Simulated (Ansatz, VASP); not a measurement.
**One calculation of KBr, two programs**

INCAR

```
PREC = Accurate
ENCUT = 520
EDIFF = 1E-6
ISMEAR = 0
SIGMA = 0.01
LREAL = False
LASPH = True
NELM = 100
ALGO = Normal
ISIF = 2
LWAVE = False
LCHARG = True
GGA = PS
LELF = True
LVHAR = True
NBANDS = 15
```

The input KPOINTS:

```
regular mesh
0
Gamma
  4 4 4
```

Contents of POSCAR:

```
KBr
1.0
    4.0434990000      0.0000000000      0.0000000000
    0.0000000000      4.0434990000      0.0000000000
    0.0000000000      0.0000000000      4.0434990000
K Br
1 1
Direct
    0.0000000000      0.0000000000      0.0000000000
    0.5000000000      0.5000000000      0.5000000000
```

Input for Ansatz:

```yaml
crystal:
  lattice:
    - [4.043499, 0.0, 0.0]
    - [0.0, 4.043499, 0.0]
    - [0.0, 0.0, 4.043499]
  atoms:
    - { symbol: K, position: [0.0, 0.0, 0.0] }
    - { symbol: Br, position: [0.5, 0.5, 0.5] }
basis:
  ecutwfc: 500.0
kpoints:
  mp_grid:
    grid: [4, 4, 4]
hamiltonian:
  xc: pbesol
  pseudopotentials:
    kind: paw
scf:
  occupations:
    method: fixed
output:
  stress: true
  eigenvalues: true
```

Alike in both runs: task single point; functional PBEsol; k mesh 4 × 4 × 4; no spin polarisation.

|  | VASP | Ansatz |
| --- | --- | --- |
| version | VASP 6.6.1 | Ansatz 0.2.0 |
| potentials or method | VASP PAW PBE potentials, release 64 (K_sv, Br), cutoff 520 eV | plane waves, PAW |
| occupations | gaussian, width 0.01 eV | fixed |
| valence electrons in the cell | 16 | 16 |

```tsv
	VASP	Ansatz	Ansatz less VASP
gap on the k mesh at the Fermi level (eV)	3.70	3.70	+0.002
pressure (GPa)	-1.2	-1.2	-0.05
```

VASP's potentials were made for PBE, not for PBEsol.
